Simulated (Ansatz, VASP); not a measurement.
Two plane-wave programs on AlN

File INCAR:

```
PREC = Accurate
ENCUT = 600
EDIFF = 1E-6
ISMEAR = 0
SIGMA = 0.02
LREAL = False
LASPH = True
NELM = 120
ALGO = Normal
ISIF = 2
LWAVE = False
LCHARG = True
LELF = True
LVHAR = True
NBANDS = 11
GGA_COMPAT = False
```

Contents of KPOINTS:

```
regular mesh
0
Gamma
  10 10 10
```

The input POSCAR:

```
AlN
1.0
    0.0000000000      2.0253197186      2.0253197186
    2.0253197186      0.0000000000      2.0253197186
    2.0253197186      2.0253197186      0.0000000000
Al N
1 1
Direct
    0.5000000000      0.5000000000      0.5000000000
    0.0000000000      0.0000000000      0.0000000000
```

Input for Ansatz:

```yaml
crystal:
  lattice:
    - [0.0, 2.0253197186, 2.0253197186]
    - [2.0253197186, 0.0, 2.0253197186]
    - [2.0253197186, 2.0253197186, 0.0]
  atoms:
    - { symbol: Al, position: [0.5, 0.5, 0.5] }
    - { symbol: "N", position: [0.0, 0.0, 0.0] }
basis:
  ecutwfc: 420
kpoints:
  mp_grid: { grid: [10, 10, 10] }
hamiltonian:
  xc: lda
  pseudopotentials: { kind: paw }
scf:
  occupations: { method: gaussian, width: 0.02 }
output:
  forces: true
  stress: true
  eigenvalues: true
  write_density: true
  write_potential: true
  elf: true
  volumetric_format: npy
```

Alike in both runs: task single point; functional LDA; k mesh 10 × 10 × 10; occupations gaussian, width 0.02 eV; no spin polarisation.

|  | VASP | Ansatz |
| --- | --- | --- |
| version | VASP 6.6.1 | Ansatz 0.2.0 |
| potentials or method | VASP PAW LDA potentials, release 64 (Al, N), cutoff 600 eV | scalar-relativistic, plane waves, PAW |
| valence electrons in the cell | 8 | 8 |

|  | VASP | Ansatz | Ansatz less VASP |
| --- | --- | --- | --- |
| gap on the k mesh at the Fermi level (eV) | 4.41 | 4.42 | +0.012 |
| least direct gap on the mesh (eV) | 5.69 | 5.67 | -0.019 |
| pressure (GPa) | -7.3 | -7.7 | -0.44 |

LDA's correlation is that of Perdew and Zunger in VASP and of Perdew and Wang (1992) in Ansatz.
